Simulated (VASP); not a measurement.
# Li (P6_3/mmc) in VASP: further runs

Li is run at these levels: PBEsol; tasks: relaxation of cell and atoms.

Everything below comes from runs of VASP 6.6.1. Logs are shortened: lines on timing, memory, paths and dates and some standing lists are left out, and cuts for length are marked.

### Step 1. The cell of the first run

It takes space group P6_3/mmc (No. 194, hexagonal). Conventional cell: a = 3.111 Å, b = 3.111 Å, c = 5.093 Å, α = 90.00°, β = 90.00°, γ = 120.00°. Li (site symmetry -6m2) has 12 Li at 3.11 to 3.12 Å within 4.1 Å.

This isn't the form of Li at room conditions, which is bcc.

### Step 2. Relaxation of cell and atoms, PBEsol, target pressure 2 GPa, at which the enthalpy is minimised

Input file INCAR:

```
SYSTEM = Li
PREC = Accurate
ENCUT = 600
EDIFF = 1E-7
ISMEAR = -1
SIGMA = 0.05
LREAL = .False.
LASPH = .True.
NELM = 100
ALGO = Fast
ISIF = 3
LWAVE = .False.
LCHARG = .False.
GGA = PS
IBRION = 2
NSW = 60
EDIFFG = -0.01
PSTRESS = 20.0
```

Input file KPOINTS:

```
Automatic mesh
0
Gamma
  10 10 5
  0 0 0
```

Input file POSCAR:

```
Li
1.0
    3.1110000000      0.0000000000      0.0000000000
   -1.5555000000      2.6942050312      0.0000000000
    0.0000000000      0.0000000000      5.0930000000
Li
2
Direct
    0.6666666667      0.3333333333      0.7500000000
    0.3333333333      0.6666666667      0.2500000000
```

Potentials or basis: VASP PAW PBE potentials, release 64 (Li_sv).

Started as:

```console
$ cat potpaw_PBE.64/Li_sv/POTCAR > POTCAR
$ mpirun -np 1 vasp_std > vasp.out
```

OUTCAR:

```text
SYSTEM = Li
   PREC = Accurate
   ENCUT = 600
   EDIFF = 1E-7
   ISMEAR = -1
   LREAL = .False.
   LASPH = .True.
   NELM = 100
   ISIF = 3
   GGA = PS
   IBRION = 2
   NSW = 60
   EDIFFG = -0.01
   PSTRESS = 20.0

 ion  position               nearest neighbor table
   1  0.667  0.333  0.750-
   2  0.333  0.667  0.250-

  LATTYP: Found a hexagonal cell.
 ALAT       =     3.1110000000
 C/A-ratio  =     1.6370941819

  Lattice vectors:

 A1 = (   3.1110000000,   0.0000000000,   0.0000000000)
 A2 = (  -1.5555000000,   2.6942050312,   0.0000000000)
 A3 = (   0.0000000000,   0.0000000000,   5.0930000000)

Analysis of symmetry for initial positions (statically):
=====================================================================
 Subroutine PRICEL returns:
 Original cell was already a primitive cell.

 Routine SETGRP: Setting up the symmetry group for a
 hexagonal supercell.

 Subroutine GETGRP returns: Found 24 space group operations
 (whereof 12 operations were pure point group operations)
 out of a pool of 24 trial point group operations.

The static configuration has the point symmetry D_3d.
 The point group associated with its full space group is D_6h.

Analysis of symmetry for dynamics (positions and initial velocities):
=====================================================================
 Subroutine PRICEL returns:
 Original cell was already a primitive cell.

 Routine SETGRP: Setting up the symmetry group for a
 hexagonal supercell.

 Subroutine GETGRP returns: Found 24 space group operations
 (whereof 12 operations were pure point group operations)
 out of a pool of 24 trial point group operations.

The dynamic configuration has the point symmetry D_3d.
 The point group associated with its full space group is D_6h.

 Subroutine INISYM returns: Found 24 space group operations
 (whereof 12 operations are pure point group operations),
 and found     1 'primitive' translations

----------------------------------------------------------------------------------------

                                     Primitive cell

  volume of cell :      42.6879

  direct lattice vectors                    reciprocal lattice vectors
     3.111000000  0.000000000  0.000000000     0.321440051  0.185583500  0.000000000
    -1.555500000  2.694205031  0.000000000     0.000000000  0.371167000  0.000000000
     0.000000000  0.000000000  5.093000000     0.000000000  0.000000000  0.196347929

  length of vectors
     3.111000000  3.111000000  5.093000000     0.371167000  0.371167000  0.196347929

  position of ions in fractional coordinates (direct lattice)
     0.666666667  0.333333333  0.750000000
     0.333333333  0.666666667  0.250000000

  ion indices of the primitive-cell ions
   primitive index   ion index
                 1           1
                 2           2

----------------------------------------------------------------------------------------

 KPOINTS: Automatic mesh

Automatic generation of k-mesh.
 Grid dimensions read from file:
 generate k-points for:   10   10    5

 Generating k-lattice:

  Cartesian coordinates                     Fractional coordinates (reciprocal lattice)
     0.032144005  0.018558350  0.000000000     0.100000000 -0.000000000  0.000000000
     0.000000000  0.037116700  0.000000000     0.000000000  0.100000000  0.000000000
     0.000000000  0.000000000  0.039269586     0.000000000  0.000000000  0.200000000

  Length of vectors
     0.037116700  0.037116700  0.039269586

  Shift w.r.t. Gamma in fractional coordinates (k-lattice)
     0.000000000  0.000000000  0.000000000

 Subroutine IBZKPT returns following result:
 ===========================================

 Found     42 irreducible k-points:

 Following reciprocal coordinates:
            Coordinates               Weight
  0.000000  0.000000  0.000000      1.000000
  0.100000  0.000000  0.000000      6.000000
  0.200000  0.000000  0.000000      6.000000
  0.300000  0.000000  0.000000      6.000000
  0.400000 -0.000000  0.000000      6.000000
  0.500000  0.000000  0.000000      3.000000
[... 16 lines left out ...]
  0.300000  0.100000  0.200000     24.000000
  0.400000  0.100000  0.200000     24.000000
 [... further k-points ...]
   k-points           NKPTS =     42   k-points in BZ     NKDIM =     42   number of bands    NBANDS=      7
   number of dos      NEDOS =    301   number of ions     NIONS =      2
   total plane-waves  NPLWV =  32928
   dimension x,y,z NGX =    28 NGY =   28 NGZ =   42
   dimension x,y,z NGXF=    56 NGYF=   56 NGZF=   84
   ions per type =               2
   NGX,Y,Z   is equivalent  to a cutoff of  14.96, 14.96, 13.71 a.u.
   NGXF,Y,Z  is equivalent  to a cutoff of  29.93, 29.93, 27.42 a.u.
 SYSTEM =  Li
   PREC   = accura    normal or accurate (medium, high low for compatibility)
   ISTART =      0    job   : 0-new  1-cont  2-samecut
   ICHARG =      2    charge: 1-file 2-atom 10-const
   ISPIN  =      1    spin polarized calculation?
   LNONCOLLINEAR =      F non collinear calculations
   LSORBIT =      F    spin-orbit coupling
   LASPH  =      T    aspherical Exc in radial PAW
   ENCUT  =  600.0 eV  44.10 Ry    6.64 a.u.   6.21  6.21 10.17*2*pi/ulx,y,z
   NELM   =    100;   NELMIN=  2; NELMDL= -5     # of ELM steps
   EDIFF  = 0.1E-06   stopping-criterion for ELM
   LREAL  =      F    real-space projection
   EDIFFG = -.1E-01   stopping-criterion for IOM
   NSW    =     60    number of steps for IOM
   IBRION =      2    ionic relax: 0-MD 1-quasi-New 2-CG
   NFREE  =      1    steps in history (QN), initial steepest desc. (CG)
   ISIF   =      3    stress and relaxation
   ISYM   =      2    0-nonsym 1-usesym 2-fastsym
   POTIM  = 0.5000    time-step for ionic-motion
   TEBEG  =    0.0;   TEEND  =   0.0 temperature during run
   PSTRESS=   20.0 pullay stress
   NELECT =       6.0000    total number of electrons
   NUPDOWN=      -1.0000    fix difference up-down
   EMIN   =  10.00;   EMAX   =-10.00  energy-range for DOS
   EFERMI =   0.00;   METHOD = LEGACY
   ISMEAR =    -1;   SIGMA  =   0.05  broadening in eV -4-tet -1-fermi 0-gaus
   EFERMI_NEDOS =   21; number of points for ismear=-14 and -15
   IALGO  =     68    algorithm
   IMIX   =      4    mixing-type and parameters
     AMIX     =   0.40;   BMIX     =  1.00
     AMIX_MAG =   1.60;   BMIX_MAG =  1.00
  volume/ion in A,a.u.               =      21.34       144.04
  Fermi-wavevector in a.u.,A,eV,Ry     =   0.851185  1.608506  9.857630  0.724515
  Thomas-Fermi vector in A             =   1.967278
   LORBIT       =      0    0 simple, 1 ext, 2 COOP (PROOUT), +10 PAW based schemes
   GGA     = PS    functional components
   LHFCALC =     F    Hartree Fock is set to
   AEXX    =    0.0000 exact exchange contribution
   IVDW    =     0    specifies the selected vdW correction
   LEPSILON=     F    determine dielectric tensor
   LRPA    =     F    only Hartree local field effects (RPA)
 conjugate gradient relaxation of ions
 non-spin polarized calculation
 RMM-DIIS sequential band-by-band and
  energy-cutoff  :      600.00
  volume of cell :       42.69
 maximum number of plane-waves:      1448
 NGX is ok and might be reduce to    28
   NGX = 13   NGY = 13   NGZ = 21

--------------------------------------- Ionic step        1  -------------------------------------------

 number of electron       6.0000000 magnetization

 Free energy of the ion-electron system (eV)
  ---------------------------------------------------
  ext. energy  EPLUGINS =         0.00000000
  ---------------------------------------------------
  free energy    TOTEN  =        -3.93491741 eV

  energy without entropy =       -3.92731697  energy(sigma->0) =       -3.93111719

------------------------ aborting loop because EDIFF is reached ----------------------------------------

  FORCE on cell =-STRESS in cart. coord.  units (eV):
  Direction    XX          YY          ZZ          XY          YZ          ZX
  --------------------------------------------------------------------------------------
  -------------------------------------------------------------------------------------
  Total       -0.1999229     -0.1999229     -0.2523819      0.0000000      0.0000000      0.0000000
  in kB       -7.5035862     -7.5035862     -9.4724982      0.0000000      0.0000000      0.0000000
  external PRESSURE =     -28.1598902 kB  Pullay stress =      20.0000000 kB
[... 99 lines left out ...]
  enthalpy is  TOTEN    =        -3.4728544442 eV   P V=        0.4561325789

--------------------------------------- Ionic step        4  -------------------------------------------

 number of electron       6.0000002 magnetization

 Free energy of the ion-electron system (eV)
  ---------------------------------------------------
  ext. energy  EPLUGINS =         0.00000000
  ---------------------------------------------------
  free energy    TOTEN  =        -3.91587375 eV

  energy without entropy =       -3.90922260  energy(sigma->0) =       -3.91254818

 E-fermi :   1.0243     XC(G=0):  -7.3644

 val. band max:        0.9631886241   @ k =   0.0000   0.0000   0.0000
 cond. band min:       1.0304425075   @ k =   0.2000   0.2000   0.4000
 fundamental gap:      0.0672538834
 Fermi energy:         1.0243294056

 k-point     1 :       0.0000    0.0000    0.0000
  band No.  band energies     occupation
      1     -44.6501      2.00000
      2     -44.6170      2.00000
      3      -2.7001      2.00000
      4       0.9632      1.54512
      5       4.4578      0.00000
      6      14.7146      0.00000
      7      14.7146      0.00000
[... 221 lines left out ...]
 k-point    24 :       0.4000    0.1000    0.2000
  band No.  band energies     occupation
      1     -44.6165      2.00000
      2     -44.6080      2.00000
      3       0.8590      1.92931
      4       2.5892      0.00000
      5       5.2109      0.00000
      6       6.7548      0.00000
      7       8.5096      0.00000

 [... further k-points ...]

------------------------ aborting loop because EDIFF is reached ----------------------------------------

  FORCE on cell =-STRESS in cart. coord.  units (eV):
  Direction    XX          YY          ZZ          XY          YZ          ZX
  --------------------------------------------------------------------------------------
  -------------------------------------------------------------------------------------
  Total        0.4585219      0.4585219      0.4400546      0.0000000      0.0000000      0.0000000
  in kB       20.8047374     20.8047374     19.9668135      0.0000000      0.0000000      0.0000000
  external PRESSURE =       0.5254294 kB  Pullay stress =      20.0000000 kB
[... 17 lines left out ...]
  FREE ENERGIE OF THE ION-ELECTRON SYSTEM (eV)
  ---------------------------------------------------
  free  energy   TOTEN  =        -3.9158737540 eV

  energy  without entropy=       -3.9092225999  energy(sigma->0) =       -3.91254818

  enthalpy is  TOTEN    =        -3.4750877148 eV   P V=        0.4407860393

 reached required accuracy - stopping structural energy minimisation
```

Wall time 1.9 min (1 thread of Intel Xeon 8259CL, shared host); peak memory 0.17 GiB.

What came out:

```yaml
Free_energy: -3.9159 eV
Relaxed_volume: 17.66 Å³/atom
Relaxed_cell: a = 2.925 Å, b = 2.925 Å, c = 4.766 Å, α = 90.00°, β = 90.00°, γ = 120.00°
Space_group_after_relaxing_to_0.1_Å: P6_3/mmc (No. 194)
Energy_change_on_relaxing_the_run_minimises_the_enthalpy: +9.5 meV/atom
Ionic_steps: 4
Pressure_after_relaxing: 2.1 GPa
Band_gap_on_the_k_mesh: zero (bands 3 and 4 overlap by 3.51 eV)
```

Step by step:
```
step  energy change (eV)  largest force (eV/Å)  pressure (GPa)  volume (Å³)
   1              0.0000                0.0000           -0.82        42.69
   2             -0.0072                0.0000           -0.17        40.41
   3              0.0059                0.0000            1.40        36.54
   4              0.0190                0.0000            2.05        35.31
```

Final structure:
```cif
data_structure
_symmetry_space_group_name_H-M 'P 1'
_symmetry_Int_Tables_number 1
_cell_length_a 2.9248
_cell_length_b 2.9248
_cell_length_c 4.7663
_cell_angle_alpha 90.000
_cell_angle_beta 90.000
_cell_angle_gamma 120.000
_cell_volume 35.31
loop_
_atom_site_label
_atom_site_type_symbol
_atom_site_fract_x
_atom_site_fract_y
_atom_site_fract_z
_atom_site_occupancy
Li1 Li 0.66667 0.33333 0.75000 1
Li2 Li 0.33333 0.66667 0.25000 1
```

Caveat: the cutoff is under 1.25 times the usual one of these potentials, so pressure, stress and relaxed cells hold a basis-set (Pulay) error; the cell is relaxed towards a set pressure, so the run minimises the enthalpy, not the energy; the volume moved by over 15 % at a fixed basis, so the end points are rough; the PAW data sets were made with another functional, which shifts forces and pressure a little.

(Continued in part 2 of 2.)
